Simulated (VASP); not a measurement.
Runs of VASP 6.6.1 on C. The structure is that of space group P6_3/mmc (No. 194), or close to it. The cells are those of the table. 

```csv
task,cell,k mesh,cutoff (eV),gap on the mesh (eV),pressure (GPa)
single point,"a = 1.732, b = 1.732, c = 13.694 Å, angles 90.0, 90.0, 120.0°, 4 atoms",23 × 23 × 3,520,none,-6.2
relaxation of cell and atoms,"relaxed from a = 2.107, b = 2.107, c = 6.882 Å, angles 90.0, 90.0, 120.0°, 4 atoms",17 × 17 × 5,600,none,-0.1
single point,"a = 1.754, b = 1.754, c = 13.867 Å, angles 90.0, 90.0, 120.0°, 4 atoms",23 × 23 × 3,520,none,-8.5
single point,"a = 1.638, b = 1.638, c = 12.952 Å, angles 90.0, 90.0, 120.0°, 4 atoms",23 × 23 × 3,520,none,27.4
single point,"a = 1.686, b = 1.686, c = 13.333 Å, angles 90.0, 90.0, 120.0°, 4 atoms",23 × 23 × 3,520,none,(a)
```

Alike in all rows: level PBEsol; potentials or basis VASP PAW PBE potentials, release 64 (C); no spin polarisation; smearing fermi-dirac 0.1 eV.

**Question.** Fill in the values left out.

**Answer.** (a) 6.3.

Caveats: the PAW data sets were made with another functional, which shifts forces and pressure a little; this functional lacks dispersion, which binds the layers, so the pressure and a relaxed spacing across them are unreliable (at least some runs); the cell stands under tension (at least some runs); the cell stands under pressure (at least some runs); a cell axis changed by over 15 % at a fixed basis, so the end point is rough (at least some runs).

A gap of «none» marks levels without a gap at the run's occupations.
